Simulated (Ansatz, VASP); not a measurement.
# AgPd4 in VASP and in Ansatz

```
Ag Pd
1.0
     2.71546    0.00000    0.00000
    -1.35773    2.35166    0.00000
     0.00000    0.00000   24.86870
Ag Pd
1 4
Direct
  0.83333 0.16667 0.32211
  0.16667 0.83333 0.41131
  0.50000 0.50000 0.50000
  0.83333 0.16667 0.58869
  0.16667 0.83333 0.67789
```

Alike in both runs: task single point; functional LDA; k mesh 15 × 15 × 1; occupations fermi-dirac, width 0.05 eV; no spin polarisation.

|  | VASP | Ansatz |
| --- | --- | --- |
| version | VASP 6.6.1 | Ansatz 0.2.0 |
| potentials or method | VASP PAW LDA potentials, release 64 (Ag, Pd), cutoff 520 eV | all-electron LAPW, scalar-relativistic |

Ansatz gave:

- rms of the force components (eV/Å): 0.126

Task: Which values does VASP return?

Result: rms of the force components (eV/Å): 0.128.

LDA's correlation is that of Perdew and Zunger in VASP and of Perdew and Wang (1992) in Ansatz. Atom by atom the forces differ by 0.004 eV/Å (rms over components). Ansatz ran all-electron here, and VASP with PAW potentials.
